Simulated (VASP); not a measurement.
# NaCl (Pm-3m) in VASP: density of states with PBE

Aim: the density of states of NaCl with PBE.

Everything below comes from runs of VASP 6.6.1. Logs are shortened: lines on timing, memory, paths and dates and some standing lists are left out, and cuts for length are marked.

## Step 1: The cell of the first run

The structure is cubic, space group Pm-3m (No. 221). The conventional cell has a = 2.860 Å, b = 2.860 Å, c = 2.860 Å, α = 90.00°, β = 90.00°, γ = 90.00°. Na (site symmetry m-3m) has 8 Cl at 2.48 Å and 6 Na at 2.86 Å within 3.3 Å. Cl (site symmetry m-3m) has 8 Na at 2.48 Å and 6 Cl at 2.86 Å within 3.3 Å.

## Step 2: Density of states, PBE

Contents of POSCAR:

```
NaCl
1.0
    2.8600000000      0.0000000000      0.0000000000
    0.0000000000      2.8600000000      0.0000000000
    0.0000000000      0.0000000000      2.8600000000
Na Cl
1 1
Direct
    0.0000000000      0.0000000000      0.0000000000
    0.5000000000      0.5000000000      0.5000000000
```

Contents of INCAR.step1:

```
PREC = Accurate
ENCUT = 520
EDIFF = 1E-6
ISMEAR = 0
SIGMA = 0.01
LREAL = F
LASPH = T
NELM = 80
ALGO = Normal
ISIF = 2
LWAVE = F
LCHARG = T
GGA = PE
NBANDS = 14
```

Contents of KPOINTS.step1:

```
regular mesh
0
Gamma
  5 5 5
```

Contents of INCAR.step2:

```
PREC = Accurate
ENCUT = 520
EDIFF = 1E-6
ISMEAR = -5
SIGMA = 0.01
LREAL = F
LASPH = T
NELM = 80
ALGO = Normal
ISIF = 2
LWAVE = F
LCHARG = F
GGA = PE
LORBIT = 10
NBANDS = 14
NEDOS = 1001
ICHARG = 11
```

Contents of KPOINTS.step2:

```
regular mesh
0
Gamma
  8 8 8
```

Potentials or basis: VASP PAW PBE potentials, release 64 (Na_pv, Cl).

Command:

```sh
cat potpaw_PBE.64/Na_pv/POTCAR potpaw_PBE.64/Cl/POTCAR > POTCAR
cp INCAR.step1 INCAR
cp KPOINTS.step1 KPOINTS
mpirun -np 1 vasp_std > vasp.out
cp INCAR.step2 INCAR
cp KPOINTS.step2 KPOINTS
mpirun -np 1 vasp_std > vasp.out
```

OUTCAR:

```text
PREC = Accurate
   ENCUT = 520
   EDIFF = 1E-6
   ISMEAR = -5
   LREAL = F
   LASPH = T
   NELM = 80
   ISIF = 2
   GGA = PE
   LORBIT = 10
   ICHARG = 11

 ion  position               nearest neighbor table
   1  0.000  0.000  0.000-   2 2.48   2 2.48   2 2.48   2 2.48   2 2.48   2 2.48   2 2.48   2 2.48

   2  0.500  0.500  0.500-   1 2.48   1 2.48   1 2.48   1 2.48   1 2.48   1 2.48   1 2.48   1 2.48

  LATTYP: Found a simple cubic cell.
 ALAT       =     2.8600000000

  Lattice vectors:

 A1 = (   2.8600000000,   0.0000000000,   0.0000000000)
 A2 = (   0.0000000000,   2.8600000000,   0.0000000000)
 A3 = (   0.0000000000,   0.0000000000,   2.8600000000)

Analysis of symmetry for initial positions (statically):
=====================================================================
 Subroutine PRICEL returns:
 Original cell was already a primitive cell.

 Routine SETGRP: Setting up the symmetry group for a
 simple cubic supercell.

 Subroutine GETGRP returns: Found 48 space group operations
 (whereof 48 operations were pure point group operations)
 out of a pool of 48 trial point group operations.

The static configuration has the point symmetry O_h .

Analysis of symmetry for dynamics (positions and initial velocities):
=====================================================================
 Subroutine PRICEL returns:
 Original cell was already a primitive cell.

 Routine SETGRP: Setting up the symmetry group for a
 simple cubic supercell.

 Subroutine GETGRP returns: Found 48 space group operations
 (whereof 48 operations were pure point group operations)
 out of a pool of 48 trial point group operations.

The dynamic configuration has the point symmetry O_h .

 Subroutine INISYM returns: Found 48 space group operations
 (whereof 48 operations are pure point group operations),
 and found     1 'primitive' translations

----------------------------------------------------------------------------------------

                                     Primitive cell

  volume of cell :      23.3937

  direct lattice vectors                    reciprocal lattice vectors
     2.860000000  0.000000000  0.000000000     0.349650350  0.000000000  0.000000000
     0.000000000  2.860000000  0.000000000     0.000000000  0.349650350  0.000000000
     0.000000000  0.000000000  2.860000000     0.000000000  0.000000000  0.349650350

[... 95 lines left out ...]
   PSTRESS=    0.0 pullay stress
   NELECT =      14.0000    total number of electrons
   NUPDOWN=      -1.0000    fix difference up-down
   EMIN   =  10.00;   EMAX   =-10.00  energy-range for DOS
   EFERMI =   0.00;   METHOD = LEGACY
   ISMEAR =    -5;   SIGMA  =   0.01  broadening in eV -4-tet -1-fermi 0-gaus
   EFERMI_NEDOS =   21; number of points for ismear=-14 and -15
   IALGO  =     38    algorithm
   IMIX   =      4    mixing-type and parameters
     AMIX     =   0.40;   BMIX     =  1.00
     AMIX_MAG =   1.60;   BMIX_MAG =  1.00
  volume/ion in A,a.u.               =      11.70        78.93
  Fermi-wavevector in a.u.,A,eV,Ry     =   1.379595  2.607056 25.895713  1.903281
  Thomas-Fermi vector in A             =   2.504550
   LORBIT       =     10    0 simple, 1 ext, 2 COOP (PROOUT), +10 PAW based schemes
   GGA     = PE    functional components
   LHFCALC =     F    Hartree Fock is set to
   AEXX    =    0.0000 exact exchange contribution
   IVDW    =     0    specifies the selected vdW correction
   LEPSILON=     F    determine dielectric tensor
   LRPA    =     F    only Hartree local field effects (RPA)
 non-spin polarized calculation
 Fermi weights with tetrahedron method with Bloechl corrections
  energy-cutoff  :      520.00
  volume of cell :       23.39
 maximum number of plane-waves:       647
 NGX is ok and might be reduce to    24

 number of electron      13.9999997 magnetization

 Free energy of the ion-electron system (eV)
  ---------------------------------------------------
  ext. energy  EPLUGINS =         0.00000000
  ---------------------------------------------------
  free energy    TOTEN  =        -4.19963891 eV

  energy without entropy =       -4.19963891  energy(sigma->0) =       -4.19963891

 E-fermi :   6.8251     XC(G=0): -11.3682

 val. band max:        6.8154964793   @ k =   0.5000   0.5000   0.0000
 cond. band min:      11.2250082632   @ k =   0.5000   0.5000   0.0000
 fundamental gap:      4.4095117839
 Fermi energy:         6.8250688481

 k-point     1 :       0.0000    0.0000    0.0000
  band No.  band energies     occupation
      1     -15.8985      2.00000
      2     -15.8985      2.00000
      3     -15.8985      2.00000
      4     -10.1606      2.00000
      5       5.5563      2.00000
      6       5.5563      2.00000
      7       5.5563      2.00000
      8      13.4903      0.00000
      9      13.4903      0.00000
     10      14.2545      0.00000
     11      24.6419      0.00000
     12      24.6419      0.00000
     13      24.6419      0.00000
     14      29.3444      0.00000
[... 377 lines left out ...]
      1     -16.1669      2.00000
      2     -16.1027      2.00000
      3     -15.8756      2.00000
      4      -7.7558      2.00000
      5       1.2925      2.00000
      6       2.0841      2.00000
      7       5.7815      2.00000
      8      12.1720      0.00000
      9      17.4929      0.00000
     10      17.9984      0.00000
     11      18.9241      0.00000
     12      24.0991      0.00000
     13      24.5931      0.00000
     14      28.4888      0.00000

 [... further k-points ...]
[... 5 lines left out ...]
  --------------------------------------------------------------------------------------
  -------------------------------------------------------------------------------------
  Total        9.4761142      9.4761142      9.4761142     -0.0000000     -0.0000000      0.0000000
  in kB      648.9971200    648.9971200    648.9971200     -0.0000000     -0.0000000      0.0000000
  external PRESSURE =     648.9971200 kB  Pullay stress =       0.0000000 kB

 VOLUME and BASIS-vectors are now :
 -----------------------------------------------------------------------------
  energy-cutoff  :      520.00
  volume of cell :       23.39
      direct lattice vectors                 reciprocal lattice vectors
     2.860000000  0.000000000  0.000000000     0.349650350  0.000000000  0.000000000
     0.000000000  2.860000000  0.000000000     0.000000000  0.349650350  0.000000000
     0.000000000  0.000000000  2.860000000     0.000000000  0.000000000  0.349650350

 POSITION                                       TOTAL-FORCE (eV/Angst)
 -----------------------------------------------------------------------------------
      0.00000      0.00000      0.00000         0.000000      0.000000      0.000000
      1.43000      1.43000      1.43000         0.000000      0.000000      0.000000
 -----------------------------------------------------------------------------------
    total drift:                               -0.000000     -0.000000     -0.000000

  FREE ENERGIE OF THE ION-ELECTRON SYSTEM (eV)
  ---------------------------------------------------
  free  energy   TOTEN  =        -4.1996389150 eV

  energy  without entropy=       -4.1996389150  energy(sigma->0) =       -4.19963891

 total charge

# of ion       s       p       d       tot
------------------------------------------
    1        0.097   6.056   0.000   6.152
    2        1.614   3.778   0.000   5.392
--------------------------------------------------
tot          1.710   9.834   0.000  11.544
```

OUTCAR.step1:

```text
PREC = Accurate
   ENCUT = 520
   EDIFF = 1E-6
   ISMEAR = 0
   LREAL = F
   LASPH = T
[... 375 lines left out ...]
 -----------------------------------------------------------------------------------
      0.00000      0.00000      0.00000         0.000000      0.000000      0.000000
      1.43000      1.43000      1.43000         0.000000      0.000000      0.000000
 -----------------------------------------------------------------------------------
    total drift:                                0.000000     -0.000000     -0.000000

  FREE ENERGIE OF THE ION-ELECTRON SYSTEM (eV)
  ---------------------------------------------------
  free  energy   TOTEN  =        -4.1863062388 eV

  energy  without entropy=       -4.1863062388  energy(sigma->0) =       -4.18630624
```

Run time: 5.7 s. Hardware: 1 thread of Intel Xeon 6975P-C (Granite Rapids), shared host; peak memory 0.13 GiB.

What came out:

* Valence electrons inside the program's atomic spheres: Na 6.15; Cl 5.39

Levels at points of the mesh, in eV from the valence-band top:
| k point | band 3 | band 4 | band 5 | band 6 | band 7 | band 8 | band 9 | band 10 | band 11 | band 12 |
| --- | --- | --- | --- | --- | --- | --- | --- | --- | --- | --- |
| (0.00, 0.00, 0.00) | -22.71 | -16.98 | -1.26 | -1.26 | -1.26 | 6.67 | 6.67 | 7.44 | 17.83 | 17.83 |
| (0.50, 0.00, 0.00) | -22.68 | -15.32 | -6.90 | -0.79 | -0.79 | 9.28 | 9.30 | 12.76 | 12.76 | 13.84 |
| (0.50, 0.50, 0.00) | -22.65 | -14.58 | -5.34 | -5.34 | 0.00 | 4.41 | 10.74 | 12.80 | 12.80 | 15.65 |
| (0.50, 0.50, 0.50) | -22.90 | -13.36 | -4.78 | -4.78 | -4.78 | 6.33 | 6.33 | 6.33 | 17.10 | 23.29 |

Caveat: the k points lie up to 0.44 Å⁻¹ apart.
